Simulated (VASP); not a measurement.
# InSe in VASP: notebook

The runs below take InSe through single point, with PBE+D3(BJ).

The COD entry that gives the cell may itself be a prediction, so a difference from it is no test against experiment.

All numbers are computed with VASP 6.6.1; they aren't measurements. Logs are shortened: lines on timing, memory, paths and dates and some standing lists are left out, and cuts for length are marked.

### 1 The cell of the first run

The cell holds a slab with vacuum, 4 atoms: a = 3.825 Å, b = 3.825 Å, c = 36.720 Å, α = 90.00°, β = 90.00°, γ = 120.00°.

### 2 Single point, PBE+D3(BJ)

The input, INCAR:

```
ALGO = Normal ; DIPOL = 0.5 0.5 0.500
EDIFF = 1E-7 ; ENCUT = 520
GGA = PE ; IDIPOL = 3
ISIF = 2 ; ISMEAR = 0
IVDW = 12 ; LASPH = True
LCHARG = True ; LDIPOL = True
LELF = True ; LREAL = False
LVACPOTAV = True ; LVHAR = True
LWAVE = False ; NBANDS = 27
NELM = 80 ; PREC = Accurate
SIGMA = 0.02
```

The input, KPOINTS:

```
k-points
0
Gamma
  9 9 1
```

The input, POSCAR:

```
InSe
1.0
    3.8250000000      0.0000000000      0.0000000000
   -1.9125000000      3.3125471695      0.0000000000
    0.0000000000      0.0000000000     36.7199571806
Se In
2 2
Direct
    0.0000000000      0.0000000000      0.4314266711
    0.0000000000      0.0000000000      0.5685455674
    0.6666666667      0.3333333333      0.4644104082
    0.6666666667      0.3333333333      0.5355618847
```

Potentials or basis: VASP PAW PBE potentials, release 64 (Se, In_d).

Run with:

```
cat potpaw_PBE.64/Se/POTCAR potpaw_PBE.64/In_d/POTCAR > POTCAR
mpirun -np 1 vasp_std > vasp.out
```

OUTCAR:

```text
EDIFF = 1E-7
   ENCUT = 520
   GGA = PE
   ISIF = 2
   ISMEAR = 0
   IVDW = 12
   LASPH = True
   LREAL = False
   NELM = 80
   PREC = Accurate
 IVDW          = 12

 ion  position               nearest neighbor table
   1  0.000  0.000  0.431-   3 2.52   3 2.52   3 2.52
   2  0.000  0.000  0.569-   4 2.52   4 2.52   4 2.52
   3  0.667  0.333  0.464-   1 2.52   1 2.52   1 2.52   4 2.61
   4  0.667  0.333  0.536-   2 2.52   2 2.52   2 2.52   3 2.61

  LATTYP: Found a hexagonal cell.
 ALAT       =     3.8250000000
 C/A-ratio  =     9.5999888054

  Lattice vectors:

 A1 = (   3.8250000000,   0.0000000000,   0.0000000000)
 A2 = (  -1.9125000000,   3.3125471695,   0.0000000000)
 A3 = (   0.0000000000,   0.0000000000,  36.7199571806)

Analysis of symmetry for initial positions (statically):
=====================================================================
 Subroutine PRICEL returns:
 Original cell was already a primitive cell.

 Routine SETGRP: Setting up the symmetry group for a
 hexagonal supercell.

 Subroutine GETGRP returns: Found 12 space group operations
 (whereof  6 operations were pure point group operations)
 out of a pool of 24 trial point group operations.

The static configuration has the point symmetry C_3v.
 The point group associated with its full space group is D_3h.

Analysis of symmetry for dynamics (positions and initial velocities):
=====================================================================
 Subroutine PRICEL returns:
 Original cell was already a primitive cell.

 Routine SETGRP: Setting up the symmetry group for a
 hexagonal supercell.

 Subroutine GETGRP returns: Found 12 space group operations
 (whereof  6 operations were pure point group operations)
 out of a pool of 24 trial point group operations.

The dynamic configuration has the point symmetry C_3v.
 The point group associated with its full space group is D_3h.

 Subroutine INISYM returns: Found 12 space group operations
 (whereof  6 operations are pure point group operations),
 and found     1 'primitive' translations

----------------------------------------------------------------------------------------

                                     Primitive cell

  volume of cell :     465.2600

  direct lattice vectors                    reciprocal lattice vectors
     3.825000000  0.000000000  0.000000000     0.261437908  0.150941247  0.000000000
    -1.912500000  3.312547170  0.000000000     0.000000000  0.301882494  0.000000000
     0.000000000  0.000000000 36.719957181     0.000000000  0.000000000  0.027233147

  length of vectors
     3.825000000  3.825000000 36.719957181     0.301882494  0.301882494  0.027233147

  position of ions in fractional coordinates (direct lattice)
     0.000000000  0.000000000  0.431426671
     0.000000000  0.000000000  0.568545567
     0.666666667  0.333333333  0.464410408
     0.666666667  0.333333333  0.535561885

  ion indices of the primitive-cell ions
   primitive index   ion index
                 1           1
                 2           2
                 3           3
                 4           4

----------------------------------------------------------------------------------------

 KPOINTS: k-points

Automatic generation of k-mesh.
 Grid dimensions read from file:
 generate k-points for:    9    9    1

 Generating k-lattice:

  Cartesian coordinates                     Fractional coordinates (reciprocal lattice)
     0.029048656  0.016771250  0.000000000     0.111111111  0.000000000  0.000000000
     0.000000000  0.033542499  0.000000000     0.000000000  0.111111111  0.000000000
     0.000000000  0.000000000  0.027233147     0.000000000  0.000000000  1.000000000

  Length of vectors
     0.033542499  0.033542499  0.027233147

  Shift w.r.t. Gamma in fractional coordinates (k-lattice)
     0.000000000  0.000000000  0.000000000

 Subroutine IBZKPT returns following result:
 ===========================================

 Found     12 irreducible k-points:

 Following reciprocal coordinates:
            Coordinates               Weight
  0.000000  0.000000  0.000000      1.000000
  0.111111  0.000000  0.000000      6.000000
  0.222222  0.000000  0.000000      6.000000
  0.333333  0.000000  0.000000      6.000000
  0.444444  0.000000  0.000000      6.000000
  0.111111  0.111111  0.000000      6.000000
  0.222222  0.111111  0.000000     12.000000
  0.333333  0.111111  0.000000     12.000000
  0.444444  0.111111  0.000000      6.000000
  0.222222  0.222222  0.000000      6.000000
  0.333333  0.222222  0.000000     12.000000
  0.333333  0.333333  0.000000      2.000000
   k-points           NKPTS =     12   k-points in BZ     NKDIM =     12   number of bands    NBANDS=     27
   number of dos      NEDOS =    301   number of ions     NIONS =      4
   total plane-waves  NPLWV = 219520
   dimension x,y,z NGX =    28 NGY =   28 NGZ =  280
   dimension x,y,z NGXF=    56 NGYF=   56 NGZF=  560
   ions per type =               2   2
   NGX,Y,Z   is equivalent  to a cutoff of  12.17, 12.17, 12.68 a.u.
   NGXF,Y,Z  is equivalent  to a cutoff of  24.34, 24.34, 25.35 a.u.
 SYSTEM =  unknown system
   PREC   = accura    normal or accurate (medium, high low for compatibility)
   ISTART =      0    job   : 0-new  1-cont  2-samecut
   ICHARG =      2    charge: 1-file 2-atom 10-const
   ISPIN  =      1    spin polarized calculation?
   LNONCOLLINEAR =      F non collinear calculations
   LSORBIT =      F    spin-orbit coupling
   LASPH  =      T    aspherical Exc in radial PAW
   ENCUT  =  520.0 eV  38.22 Ry    6.18 a.u.   7.11  7.11 68.27*2*pi/ulx,y,z
   NELM   =     80;   NELMIN=  2; NELMDL= -5     # of ELM steps
   EDIFF  = 0.1E-06   stopping-criterion for ELM
   LREAL  =      F    real-space projection
   EDIFFG = 0.1E-05   stopping-criterion for IOM
   NSW    =      0    number of steps for IOM
   IBRION =     -1    ionic relax: 0-MD 1-quasi-New 2-CG
   NFREE  =      0    steps in history (QN), initial steepest desc. (CG)
   ISIF   =      2    stress and relaxation
   ISYM   =      2    0-nonsym 1-usesym 2-fastsym
   POTIM  = 0.5000    time-step for ionic-motion
   TEBEG  =    0.0;   TEEND  =   0.0 temperature during run
   PSTRESS=    0.0 pullay stress
   NELECT =      38.0000    total number of electrons
   NUPDOWN=      -1.0000    fix difference up-down
   EMIN   =  10.00;   EMAX   =-10.00  energy-range for DOS
   EFERMI =   0.00;   METHOD = LEGACY
   ISMEAR =     0;   SIGMA  =   0.02  broadening in eV -4-tet -1-fermi 0-gaus
   EFERMI_NEDOS =   21; number of points for ismear=-14 and -15
   IALGO  =     38    algorithm
   IMIX   =      4    mixing-type and parameters
     AMIX     =   0.40;   BMIX     =  1.00
     AMIX_MAG =   1.60;   BMIX_MAG =  1.00
  volume/ion in A,a.u.               =     116.31       784.93
  Fermi-wavevector in a.u.,A,eV,Ry     =   0.710293  1.342259  6.864357  0.504516
  Thomas-Fermi vector in A             =   1.797102
   LORBIT       =      0    0 simple, 1 ext, 2 COOP (PROOUT), +10 PAW based schemes
   GGA     = PE    functional components
   LHFCALC =     F    Hartree Fock is set to
   AEXX    =    0.0000 exact exchange contribution
   IVDW    =    12    specifies the selected vdW correction
   LEPSILON=     F    determine dielectric tensor
   LRPA    =     F    only Hartree local field effects (RPA)
 non-spin polarized calculation
 Gauss-broadening in eV      SIGMA  =   0.02
  energy-cutoff  :      520.00
  volume of cell :      465.26
 maximum number of plane-waves:     12633
   NGX = 15   NGY = 15   NGZ =137

 dipolmoment           0.000000      0.000000      0.000000 electrons x Angstroem

 number of electron      37.9999993 magnetization

 dipolmoment           0.000000      0.000000     -0.000012 electrons x Angstroem

 Free energy of the ion-electron system (eV)
  ---------------------------------------------------
  ext. energy  EPLUGINS =         0.00000000
  ---------------------------------------------------
  free energy    TOTEN  =       -13.46145038 eV

  energy without entropy =      -13.46145038  energy(sigma->0) =      -13.46145038

 E-fermi :  -3.4160     XC(G=0):  -2.3822

 val. band max:       -3.5383279790   @ k =   0.1111   0.1111   0.0000
 cond. band min:      -1.3461502521   @ k =   0.0000   0.0000   0.0000
 fundamental gap:      2.1921777268
 Fermi energy:        -3.4160016882

 k-point     1 :       0.0000    0.0000    0.0000
  band No.  band energies     occupation
      1     -17.9398      2.00000
      2     -17.6299      2.00000
      3     -17.6299      2.00000
      4     -17.4821      2.00000
      5     -17.4821      2.00000
      6     -17.4723      2.00000
[... 19 lines left out ...]
     26       2.3470      0.00000
     27       2.5370      0.00000

 k-point     2 :       0.1111    0.0000    0.0000
  band No.  band energies     occupation
      1     -17.9438      2.00000
      2     -17.7166      2.00000
      3     -17.6304      2.00000
      4     -17.6277      2.00000
      5     -17.4799      2.00000
      6     -17.4682      2.00000
[... 19 lines left out ...]
     26       2.5148      0.00000
     27       2.6248      0.00000

 k-point     3 :       0.2222    0.0000    0.0000
  band No.  band energies     occupation
      1     -17.9879      2.00000
      2     -17.8175      2.00000
      3     -17.8027      2.00000
      4     -17.6257      2.00000
      5     -17.4969      2.00000
      6     -17.4331      2.00000
[... 234 lines left out ...]
      1     -18.1369      2.00000
      2     -18.0002      2.00000
      3     -17.8303      2.00000
      4     -17.6605      2.00000
      5     -17.4950      2.00000
      6     -17.3920      2.00000
[... 19 lines left out ...]
     26       4.2979      0.00000
     27       4.5108      0.00000

 k-point    12 :       0.3333    0.3333    0.0000
  band No.  band energies     occupation
      1     -18.1424      2.00000
      2     -18.0098      2.00000
      3     -17.8287      2.00000
      4     -17.6705      2.00000
      5     -17.4815      2.00000
      6     -17.4041      2.00000
[... 19 lines left out ...]
     26       4.5868      0.00000
     27       4.8759      0.00000

------------------------ aborting loop because EDIFF is reached ----------------------------------------

 vacuum level on the upper side and lower side of the slab       (xc-potential included)        -0.096        -0.096

 Edisp (eV)   -1.03045

 E8    (eV) :    -0.4983

  FORCE on cell =-STRESS in cart. coord.  units (eV):
  Direction    XX          YY          ZZ          XY          YZ          ZX
  --------------------------------------------------------------------------------------
  -------------------------------------------------------------------------------------
  Total       7.41106     7.41106     7.59524     0.00000     0.00000     0.00000
  in kB      25.52087    25.52087    26.15512     0.00000     0.00000     0.00000
  external pressure =       25.73 kB  Pullay stress =        0.00 kB

 VOLUME and BASIS-vectors are now :
 -----------------------------------------------------------------------------
  energy-cutoff  :      520.00
  volume of cell :      465.26
      direct lattice vectors                 reciprocal lattice vectors
     3.825000000  0.000000000  0.000000000     0.261437908  0.150941247  0.000000000
    -1.912500000  3.312547170  0.000000000     0.000000000  0.301882494  0.000000000
     0.000000000  0.000000000 36.719957181     0.000000000  0.000000000  0.027233147

 POSITION                                       TOTAL-FORCE (eV/Angst)
 -----------------------------------------------------------------------------------
      0.00000      0.00000     15.84197        -0.000000      0.000000     -1.717711
      0.00000      0.00000     20.87697        -0.000000      0.000000      1.717711
      1.91250      1.10418     17.05313         0.000000     -0.000000      0.395029
      1.91250      1.10418     19.66581         0.000000     -0.000000     -0.395029
 -----------------------------------------------------------------------------------
    total drift:                                0.000000     -0.000000     -0.001569

  FREE ENERGIE OF THE ION-ELECTRON SYSTEM (eV)
  ---------------------------------------------------
  free  energy   TOTEN  =       -14.4918972176 eV

  energy  without entropy=      -14.4918972176  energy(sigma->0) =      -14.49189722

 vacuum level on the upper side and lower side of the slab         2.299         2.299
```

Run time: 2.5 min. Hardware: 1 thread of Intel Xeon 6975P-C (Granite Rapids), shared host; peak memory 0.54 GiB.

Results:

```
Free energy                            : -14.4919 eV
Largest force                          : 1.718 eV/Å
Band gap on the k mesh                 : 2.19 eV, indirect (least direct gap 2.31 eV)
Dispersion energy per atom             : -0.258 eV
Ionisation potential of the upper face : 5.84 eV
```

Forces on the atoms (eV/Å):
```
Se   0.000  0.000 -1.718
Se   0.000  0.000  1.718
In   0.000  0.000  0.395
In   0.000  0.000 -0.395
```

Caveat: spin-orbit coupling is left out, which moves the levels of the heavy elements.

### 3 Single point, PBE+D3(BJ)

The input, INCAR:

```
SYSTEM = InSe
PREC = Accurate ; ENCUT = 520
EDIFF = 1E-7 ; ISMEAR = 0
SIGMA = 0.02 ; LREAL = .FALSE.
LASPH = .TRUE. ; NELM = 100
ALGO = Normal ; ISIF = 2
LWAVE = .FALSE. ; LCHARG = .FALSE.
LDIPOL = .TRUE. ; IDIPOL = 3
DIPOL = 0.5 0.5 0.500 ; GGA = PE
IVDW = 12 ; NBANDS = 27
```

The input, KPOINTS:

```
Automatic mesh
0
G
  9 9 1
  0 0 0
```

The input, POSCAR:

```
InSe
1.0
    3.8250000000      0.0000000000      0.0000000000
   -1.9125000000      3.3125471695      0.0000000000
    0.0000000000      0.0000000000     36.7199571806
Se In
2 2
Direct
    0.0000000000      0.0000000000      0.4282403929
    0.0000000000      0.0000000000      0.5717318456
    0.6666666667      0.3333333333      0.4627570385
    0.6666666667      0.3333333333      0.5372152569
```

Potentials or basis: VASP PAW PBE potentials, release 64 (Se, In_d).

Run with:

```
cat potpaw_PBE.64/Se/POTCAR potpaw_PBE.64/In_d/POTCAR > POTCAR
mpirun -np 1 vasp_std > vasp.out
```

OUTCAR:

```text
SYSTEM = InSe
   PREC = Accurate
   ENCUT = 520
   EDIFF = 1E-7
   ISMEAR = 0
   LREAL = .FALSE.
   LASPH = .TRUE.
   NELM = 100
   ISIF = 2
   GGA = PE
   IVDW = 12
 IVDW          = 12

 ion  position               nearest neighbor table
   1  0.000  0.000  0.428-   3 2.55   3 2.55   3 2.55
   2  0.000  0.000  0.572-   4 2.55   4 2.55   4 2.55
   3  0.667  0.333  0.463-   1 2.55   1 2.55   1 2.55   4 2.73
   4  0.667  0.333  0.537-   2 2.55   2 2.55   2 2.55   3 2.73

  LATTYP: Found a hexagonal cell.
[... 556 lines left out ...]
  Direction    XX          YY          ZZ          XY          YZ          ZX
  --------------------------------------------------------------------------------------
  -------------------------------------------------------------------------------------
  Total       6.06533     6.06533     3.87846     0.00000     0.00000     0.00000
  in kB      20.88667    20.88667    13.35592     0.00000     0.00000     0.00000
  external pressure =       18.38 kB  Pullay stress =        0.00 kB

 VOLUME and BASIS-vectors are now :
 -----------------------------------------------------------------------------
  energy-cutoff  :      520.00
  volume of cell :      465.26
      direct lattice vectors                 reciprocal lattice vectors
     3.825000000  0.000000000  0.000000000     0.261437908  0.150941247  0.000000000
    -1.912500000  3.312547170  0.000000000     0.000000000  0.301882494  0.000000000
     0.000000000  0.000000000 36.719957181     0.000000000  0.000000000  0.027233147

 POSITION                                       TOTAL-FORCE (eV/Angst)
 -----------------------------------------------------------------------------------
      0.00000      0.00000     15.72497         0.000000      0.000000     -1.187680
      0.00000      0.00000     20.99397         0.000000      0.000000      1.187680
      1.91250      1.10418     16.99242        -0.000000     -0.000000      0.862158
      1.91250      1.10418     19.72652        -0.000000     -0.000000     -0.862158
 -----------------------------------------------------------------------------------
    total drift:                                0.000000     -0.000000     -0.001644

  FREE ENERGIE OF THE ION-ELECTRON SYSTEM (eV)
  ---------------------------------------------------
  free  energy   TOTEN  =       -14.7509757490 eV

  energy  without entropy=      -14.7509757490  energy(sigma->0) =      -14.75097575

 vacuum level on the upper side and lower side of the slab         2.292         2.292
```

OSZICAR:

```text
N       E                     dE             d eps       ncg     rms          rms(c)
DAV:   1     0.306126582165E+03    0.30613E+03   -0.14667E+04   728   0.107E+03
DAV:   2     0.203827377777E+02   -0.28574E+03   -0.28030E+03   818   0.273E+02
DAV:   3    -0.130129386179E+02   -0.33396E+02   -0.33214E+02   837   0.120E+02
[... 18 lines left out ...]
DAV:  22    -0.137484139791E+02   -0.10421E-05   -0.18432E-08   553   0.605E-04    0.265E-04
DAV:  23    -0.137484144025E+02   -0.42339E-06   -0.44589E-09   571   0.286E-04    0.526E-05
DAV:  24    -0.137484148385E+02   -0.43599E-06   -0.76847E-09   543   0.355E-04    0.722E-05
DAV:  25    -0.137484149624E+02   -0.12392E-06   -0.90441E-10   569   0.247E-04    0.220E-05
DAV:  26    -0.137484150193E+02   -0.56951E-07    0.57324E-10   506   0.152E-04
   1 F= -.14750976E+02 E0= -.14750976E+02  d E =-.117415E-28
```

Run time: 2.6 min. Hardware: 1 thread of Intel Xeon 6975P-C (Granite Rapids), shared host; peak memory 0.53 GiB.

What came out:

| Property | Result |
| --- | --- |
| Free energy | -14.7510 eV |
| Largest force | 1.188 eV/Å |
| Band gap on the k mesh | 2.25 eV, indirect (least direct gap 2.38 eV) |
| Dispersion energy per atom | -0.251 eV |

Forces on the atoms (eV/Å):
```
Se   0.000  0.000 -1.188
Se   0.000  0.000  1.188
In   0.000  0.000  0.862
In   0.000  0.000 -0.862
```

Levels at points of the mesh, in eV from the valence-band top:
```
           k point  band 16  band 17  band 18  band 19  band 20  band 21  band 22  band 23
(0.00, 0.00, 0.00)    -0.23    -0.15    -0.15    -0.13     2.25     3.46     5.55     5.61
```

Caveat: spin-orbit coupling is left out, which moves the levels of the heavy elements.

### 4 Single point, PBE+D3(BJ)

The input, INCAR:

```
SYSTEM = InSe
PREC = Accurate
ENCUT = 520
EDIFF = 1E-6
ISMEAR = 0
SIGMA = 0.02
LREAL = .FALSE.
LASPH = .TRUE.
NELM = 60
ALGO = Normal
ISIF = 2
LWAVE = .FALSE.
LCHARG = .FALSE.
LDIPOL = .TRUE.
IDIPOL = 3
DIPOL = 0.5 0.5 0.500
GGA = PE
IVDW = 12
NBANDS = 27
```

KPOINTS is that of step 3.

The input, POSCAR:

```
InSe
1.0
    3.8250000000      0.0000000000      0.0000000000
   -1.9125000000      3.3125471695      0.0000000000
    0.0000000000      0.0000000000     36.7199571806
Se In
2 2
Direct
    0.0000000000      0.0000000000      0.4250677313
    0.0000000000      0.0000000000      0.5749045073
    0.6666666667      0.3333333333      0.4611107345
    0.6666666667      0.3333333333      0.5388615635
```

Run with:

```
cat potpaw_PBE.64/Se/POTCAR potpaw_PBE.64/In_d/POTCAR > POTCAR
mpirun -np 1 vasp_std > vasp.out
```

Run time: 2.5 min. Hardware: 1 thread of Intel Xeon 6975P-C (Granite Rapids), shared host; peak memory 0.54 GiB.

The run converged. Its results:

- Free energy: -14.8526 eV
- Largest force: 1.015 eV/Å
- Band gap on the k mesh: 2.19 eV, direct
- Dispersion energy per atom: -0.244 eV

Forces in eV/Å, atoms in the order of the input:
```
Se   0.000  0.000 -0.687
Se   0.000  0.000  0.687
In   0.000  0.000  1.015
In   0.000  0.000 -1.015
```

Levels at points of the mesh, in eV from the valence-band top:
```
           k point  band 17  band 18  band 19  band 20  band 21  band 22
(0.00, 0.00, 0.00)    -0.06     0.00     0.00     2.19     3.55     5.59
```

Caveat: spin-orbit coupling is left out, which moves the levels of the heavy elements.

[end of part 1 of 2]
